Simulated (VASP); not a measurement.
# HfZr3S8 (C2/m) in VASP: a series of runs

HfZr3S8 is run at these levels: PBE; tasks: single point.

Program: VASP 6.6.1. These are calculated values, not measurements. Logs are shortened: lines on timing, memory, paths and dates and some standing lists are left out, and cuts for length are marked.

## (1) The cell of the first run

It takes space group C2/m (No. 12, monoclinic). Conventional cell: a = 11.705 Å, b = 7.152 Å, c = 6.194 Å, α = 90.00°, β = 90.00°, γ = 90.00°. Within 3.3 Å of Zr (site symmetry 2) lie 6 S at 2.49 Å. Zr (site symmetry 2/m) has 6 S at 2.49 Å within 3.3 Å. Within 3.3 Å of Hf (site symmetry 2/m) lie 6 S at 2.49 Å. Within 3.3 Å of S (site symmetry m) lie 3 Zr at 2.49 Å. S (site symmetry 1) has 2 Zr at 2.49 Å and 1 Hf at 2.49 Å within 3.3 Å. Within 3.3 Å of S (site symmetry m) lie 1 Hf at 2.49 Å and 2 Zr at 2.49 Å.

## (2) Single point, PBE

File INCAR:

```
  PREC = Accurate
  ENCUT = 520
  EDIFF = 1E-7
  ISMEAR = 0
  SIGMA = 0.1
  LREAL = False
  LASPH = True
  NELM = 80
  ALGO = Normal
  ISIF = 2
  LWAVE = False
  LCHARG = True
  GGA = PE
  LELF = True
  LVHAR = True
  NBANDS = 59
```

File KPOINTS:

```
Automatic mesh
0
Gamma
  4 4 4
```

File POSCAR:

```
HfZr3S8
1.0
    5.8522736900     -3.5760147800      0.0000000000
    5.8522736900      3.5760147800      0.0000000000
    0.0000000000      0.0000000000      6.1938392900
Zr Hf S
3 1 8
Direct
    0.7500000000      0.2500000000      0.0000000000
    0.2500000000      0.7500000000      0.0000000000
    0.5000000000      0.5000000000      0.5000000000
    0.0000000000      0.0000000000      0.5000000000
    0.3810450100      0.3810450100      0.1666666700
    0.6310450100      0.1310450100      0.6666666700
    0.8810450100      0.8810450100      0.1666666700
    0.1310450100      0.6310450100      0.6666666700
    0.1189549900      0.1189549900      0.8333333300
    0.3689549900      0.8689549900      0.3333333300
    0.6189549900      0.6189549900      0.8333333300
    0.8689549900      0.3689549900      0.3333333300
```

Potentials or basis: VASP PAW PBE potentials, release 64 (Zr_sv, Hf_pv, S).

Run with:

```sh
$ cat potpaw_PBE.64/Zr_sv/POTCAR potpaw_PBE.64/Hf_pv/POTCAR potpaw_PBE.64/S/POTCAR > POTCAR
$ mpirun -np 1 vasp_std > vasp.out
```

OUTCAR:

```text
PREC = Accurate
   ENCUT = 520
   EDIFF = 1E-7
   ISMEAR = 0
   LREAL = False
   LASPH = True
   NELM = 80
   ISIF = 2
   GGA = PE

 ion  position               nearest neighbor table
   1  0.750  0.250  0.000-   6 2.49  12 2.49   7 2.49   9 2.49  11 2.49   5 2.49   2 3.58   2 3.58
                             3 3.58   4 3.58   3 3.58   4 3.58
   2  0.250  0.750  0.000-   8 2.49  10 2.49   5 2.49   9 2.49   7 2.49  11 2.49   1 3.58   1 3.58
                             3 3.58   4 3.58   3 3.58   4 3.58
   3  0.500  0.500  0.500-   5 2.49  11 2.49   8 2.49  10 2.49   6 2.49  12 2.49   4 3.58   4 3.58
                             1 3.58   2 3.58   1 3.58   2 3.58
   4  0.000  0.000  0.500-   7 2.49   9 2.49   8 2.49   6 2.49  10 2.49  12 2.49   3 3.58   3 3.58
                             1 3.58   2 3.58   1 3.58   2 3.58
   5  0.381  0.381  0.167-   3 2.49   2 2.49   1 2.49
   6  0.631  0.131  0.667-   1 2.49   3 2.49   4 2.49
   7  0.881  0.881  0.167-   4 2.49   2 2.49   1 2.49
   8  0.131  0.631  0.667-   2 2.49   3 2.49   4 2.49
   9  0.119  0.119  0.833-   4 2.49   2 2.49   1 2.49
  10  0.369  0.869  0.333-   2 2.49   3 2.49   4 2.49
  11  0.619  0.619  0.833-   3 2.49   2 2.49   1 2.49
  12  0.869  0.369  0.333-   1 2.49   3 2.49   4 2.49

  LATTYP: Found a base centered orthorhombic cell.
 ALAT       =     7.1520295600
 B/A-ratio  =     1.6365350956
 C/A-ratio  =     0.8660254041

  Lattice vectors:

 A1 = (  -5.8522736900,  -3.5760147800,   0.0000000000)
 A2 = (   5.8522736900,  -3.5760147800,   0.0000000000)
 A3 = (   0.0000000000,   0.0000000000,   6.1938392900)

Analysis of symmetry for initial positions (statically):
=====================================================================
 Subroutine PRICEL returns:
 Original cell was already a primitive cell.

 Routine SETGRP: Setting up the symmetry group for a
 base centered orthorhombic supercell.

 Subroutine GETGRP returns: Found  4 space group operations
 (whereof  4 operations were pure point group operations)
 out of a pool of  8 trial point group operations.

The static configuration has the point symmetry C_2h.

Analysis of symmetry for dynamics (positions and initial velocities):
=====================================================================
 Subroutine PRICEL returns:
 Original cell was already a primitive cell.

 Routine SETGRP: Setting up the symmetry group for a
 base centered orthorhombic supercell.

 Subroutine GETGRP returns: Found  4 space group operations
 (whereof  4 operations were pure point group operations)
 out of a pool of  8 trial point group operations.

The dynamic configuration has the point symmetry C_2h.

 Subroutine INISYM returns: Found  4 space group operations
 (whereof  4 operations are pure point group operations),
 and found     1 'primitive' translations

----------------------------------------------------------------------------------------

                                     Primitive cell

  volume of cell :     259.2471

  direct lattice vectors                    reciprocal lattice vectors
     5.852273690 -3.576014780  0.000000000     0.085436879 -0.139820451  0.000000000
     5.852273690  3.576014780  0.000000000     0.085436879  0.139820451  0.000000000
     0.000000000  0.000000000  6.193839290     0.000000000  0.000000000  0.161450750

  length of vectors
     6.858351774  6.858351774  6.193839290     0.163857313  0.163857313  0.161450750

  position of ions in fractional coordinates (direct lattice)
     0.750000000  0.250000000  0.000000000
     0.250000000  0.750000000  0.000000000
     0.500000000  0.500000000  0.500000000
     0.000000000  0.000000000  0.500000000
     0.381045010  0.381045010  0.166666670
     0.631045010  0.131045010  0.666666670
     0.881045010  0.881045010  0.166666670
     0.131045010  0.631045010  0.666666670
     0.118954990  0.118954990  0.833333330
     0.368954990  0.868954990  0.333333330
     0.618954990  0.618954990  0.833333330
     0.868954990  0.368954990  0.333333330

  ion indices of the primitive-cell ions
   primitive index   ion index
                 1           1
                 2           2
                 3           3
                 4           4
                 5           5
                 6           6
                 7           7
                 8           8
                 9           9
                10          10
                11          11
                12          12

----------------------------------------------------------------------------------------

 KPOINTS: Automatic mesh

Automatic generation of k-mesh.
 Grid dimensions read from file:
 generate k-points for:    4    4    4

 Generating k-lattice:

  Cartesian coordinates                     Fractional coordinates (reciprocal lattice)
     0.021359220 -0.034955113  0.000000000     0.250000000  0.000000000  0.000000000
     0.021359220  0.034955113  0.000000000     0.000000000  0.250000000  0.000000000
     0.000000000  0.000000000  0.040362688     0.000000000  0.000000000  0.250000000

  Length of vectors
     0.040964328  0.040964328  0.040362688

  Shift w.r.t. Gamma in fractional coordinates (k-lattice)
     0.000000000  0.000000000  0.000000000

 Subroutine IBZKPT returns following result:
 ===========================================

 Found     24 irreducible k-points:

 Following reciprocal coordinates:
            Coordinates               Weight
  0.000000  0.000000  0.000000      1.000000
  0.250000  0.000000  0.000000      4.000000
  0.500000  0.000000  0.000000      2.000000
  0.250000  0.250000  0.000000      2.000000
  0.500000  0.250000  0.000000      4.000000
 -0.250000  0.250000  0.000000      2.000000
[... 16 lines left out ...]
 -0.250000  0.250000  0.500000      2.000000
  0.500000  0.500000  0.500000      1.000000
   k-points           NKPTS =     24   k-points in BZ     NKDIM =     24   number of bands    NBANDS=     59
   number of dos      NEDOS =    301   number of ions     NIONS =     12
   total plane-waves  NPLWV = 139968
   dimension x,y,z NGX =    54 NGY =   54 NGZ =   48
   dimension x,y,z NGXF=   108 NGYF=  108 NGZF=   96
   ions per type =               3   1   8
   NGX,Y,Z   is equivalent  to a cutoff of  13.09, 13.09, 12.88 a.u.
   NGXF,Y,Z  is equivalent  to a cutoff of  26.18, 26.18, 25.77 a.u.
 SYSTEM =  unknown system
   PREC   = accura    normal or accurate (medium, high low for compatibility)
   ISTART =      0    job   : 0-new  1-cont  2-samecut
   ICHARG =      2    charge: 1-file 2-atom 10-const
   ISPIN  =      1    spin polarized calculation?
   LNONCOLLINEAR =      F non collinear calculations
   LSORBIT =      F    spin-orbit coupling
   LASPH  =      T    aspherical Exc in radial PAW
   ENCUT  =  520.0 eV  38.22 Ry    6.18 a.u.  12.75 12.75 11.52*2*pi/ulx,y,z
   NELM   =     80;   NELMIN=  2; NELMDL= -5     # of ELM steps
   EDIFF  = 0.1E-06   stopping-criterion for ELM
   LREAL  =      F    real-space projection
   EDIFFG = 0.1E-05   stopping-criterion for IOM
   NSW    =      0    number of steps for IOM
   IBRION =     -1    ionic relax: 0-MD 1-quasi-New 2-CG
   NFREE  =      0    steps in history (QN), initial steepest desc. (CG)
   ISIF   =      2    stress and relaxation
   ISYM   =      2    0-nonsym 1-usesym 2-fastsym
   POTIM  = 0.5000    time-step for ionic-motion
   TEBEG  =    0.0;   TEEND  =   0.0 temperature during run
   PSTRESS=    0.0 pullay stress
   NELECT =      94.0000    total number of electrons
   NUPDOWN=      -1.0000    fix difference up-down
   EMIN   =  10.00;   EMAX   =-10.00  energy-range for DOS
   EFERMI =   0.00;   METHOD = LEGACY
   ISMEAR =     0;   SIGMA  =   0.10  broadening in eV -4-tet -1-fermi 0-gaus
   EFERMI_NEDOS =   21; number of points for ismear=-14 and -15
   IALGO  =     38    algorithm
   IMIX   =      4    mixing-type and parameters
     AMIX     =   0.40;   BMIX     =  1.00
     AMIX_MAG =   1.60;   BMIX_MAG =  1.00
  volume/ion in A,a.u.               =      21.60       145.79
  Fermi-wavevector in a.u.,A,eV,Ry     =   1.167382  2.206031 18.541744  1.362780
  Thomas-Fermi vector in A             =   2.303882
   LORBIT       =      0    0 simple, 1 ext, 2 COOP (PROOUT), +10 PAW based schemes
   GGA     = PE    functional components
   LHFCALC =     F    Hartree Fock is set to
   AEXX    =    0.0000 exact exchange contribution
   IVDW    =     0    specifies the selected vdW correction
   LEPSILON=     F    determine dielectric tensor
   LRPA    =     F    only Hartree local field effects (RPA)
 non-spin polarized calculation
 Gauss-broadening in eV      SIGMA  =   0.10
  energy-cutoff  :      520.00
  volume of cell :      259.25
 maximum number of plane-waves:      7008
 NGX is ok and might be reduce to    54
   NGX = 25   NGY = 25   NGZ = 23

 number of electron      93.9999996 magnetization

 Free energy of the ion-electron system (eV)
  ---------------------------------------------------
  ext. energy  EPLUGINS =         0.00000000
  ---------------------------------------------------
  free energy    TOTEN  =       -86.41868391 eV

  energy without entropy =      -86.41868391  energy(sigma->0) =      -86.41868391

 E-fermi :   5.1794     XC(G=0):  -9.7531

 val. band max:        4.7003719466   @ k =   0.0000   0.0000   0.2500
 cond. band min:       5.6697586445   @ k =   0.0000   0.0000   0.5000
 fundamental gap:      0.9693866979
 Fermi energy:         5.1793861243

 k-point     1 :       0.0000    0.0000    0.0000
  band No.  band energies     occupation
      1     -43.9689      2.00000
      2     -43.9483      2.00000
      3     -43.9463      2.00000
      4     -25.7829      2.00000
      5     -25.7827      2.00000
      6     -25.7710      2.00000
[... 1477 lines left out ...]
     58       8.7349      0.00000
     59       8.7855      0.00000

------------------------ aborting loop because EDIFF is reached ----------------------------------------

  FORCE on cell =-STRESS in cart. coord.  units (eV):
  Direction    XX          YY          ZZ          XY          YZ          ZX
  --------------------------------------------------------------------------------------
  -------------------------------------------------------------------------------------
  Total       15.9204597     16.5862168     16.4983385      0.0000000      0.0000000     -0.0003521
  in kB       98.3903089    102.5047659    101.9616679      0.0000000      0.0000000     -0.0021759
  external PRESSURE =     100.9522475 kB  Pullay stress =       0.0000000 kB

 VOLUME and BASIS-vectors are now :
 -----------------------------------------------------------------------------
  energy-cutoff  :      520.00
  volume of cell :      259.25
      direct lattice vectors                 reciprocal lattice vectors
     5.852273690 -3.576014780  0.000000000     0.085436879 -0.139820451  0.000000000
     5.852273690  3.576014780  0.000000000     0.085436879  0.139820451  0.000000000
     0.000000000  0.000000000  6.193839290     0.000000000  0.000000000  0.161450750

 POSITION                                       TOTAL-FORCE (eV/Angst)
 -----------------------------------------------------------------------------------
      5.85227     -1.78801      0.00000         0.000000      0.014450     -0.000000
      5.85227      1.78801      0.00000         0.000000     -0.014450     -0.000000
      5.85227      0.00000      3.09692         0.000000      0.000000     -0.000000
      0.00000      0.00000      3.09692         0.000000     -0.000000     -0.000000
      4.45996      0.00000      1.03231        -1.280069      0.000000     -0.005388
      4.45996     -1.78801      4.12923        -1.191399     -0.189300     -0.110025
     10.31223      0.00000      1.03231        -1.189881      0.000000      0.225108
      4.45996      1.78801      4.12923        -1.191399      0.189300     -0.110025
      1.39231      0.00000      5.16153         1.189881      0.000000     -0.225108
      7.24459      1.78801      2.06461         1.191399      0.189300      0.110025
      7.24459      0.00000      5.16153         1.280069      0.000000      0.005388
      7.24459     -1.78801      2.06461         1.191399     -0.189300      0.110025
 -----------------------------------------------------------------------------------
    total drift:                                0.000000      0.000000      0.000000

  FREE ENERGIE OF THE ION-ELECTRON SYSTEM (eV)
  ---------------------------------------------------
  free  energy   TOTEN  =       -86.4186839123 eV

  energy  without entropy=      -86.4186839123  energy(sigma->0) =      -86.41868391
```

Run time: 12 min. Hardware: 1 thread of Intel Xeon 6975P-C, shared host; peak memory 0.57 GiB.

What came out:

- Free energy: -86.4187 eV
- Pressure: 10.1 GPa
- Largest force: 1.280 eV/Å
- Band gap on the k mesh: 0.97 eV, indirect (least direct gap 1.15 eV)

Forces in eV/Å, atoms in the order of the input:
```
Zr   0.000  0.014  0.000
Zr   0.000 -0.014  0.000
Zr   0.000  0.000  0.000
Hf   0.000  0.000  0.000
S   -1.280  0.000 -0.005
S   -1.191 -0.189 -0.110
S   -1.190  0.000  0.225
S   -1.191  0.189 -0.110
S    1.190  0.000 -0.225
S    1.191  0.189  0.110
S    1.280  0.000  0.005
S    1.191 -0.189  0.110
```

Stress tensor (GPa, compression positive):
```
 9.84  0.00  0.00
 0.00 10.25  0.00
 0.00  0.00 10.20
```

Levels at points of the mesh, in eV from the valence-band top:
```
           k point  band 43  band 44  band 45  band 46  band 47  band 48  band 49  band 50  band 51  band 52
(0.00, 0.00, 0.00)    -1.25    -1.23    -0.07    -0.06    -0.06     1.21     1.68     1.69     2.26     2.39
(0.50, 0.00, 0.00)    -1.54    -1.31    -1.27    -0.44    -0.42     2.05     2.15     2.20     2.23     2.35
(0.50, 0.50, 0.00)    -1.21    -1.02    -0.85    -0.17    -0.17     0.98     1.65     1.65     2.20     2.36
(0.00, 0.00, 0.50)    -1.00    -0.86    -0.84    -0.41    -0.40     0.97     0.99     1.52     1.59     2.90
(0.50, 0.00, 0.50)    -1.61    -1.02    -0.99    -0.63    -0.60     1.68     1.77     1.92     2.04     2.69
(0.50, 0.50, 0.50)    -1.24    -1.08    -1.03    -0.76    -0.74     1.18     1.23     1.41     1.49     2.96
```

Caveat: spin-orbit coupling is left out, which moves the levels of the heavy elements; forces of over 1 eV/Å act on the atoms, so gaps and moduli don't describe the material at rest.

(Part 1 of 2 ends here.)
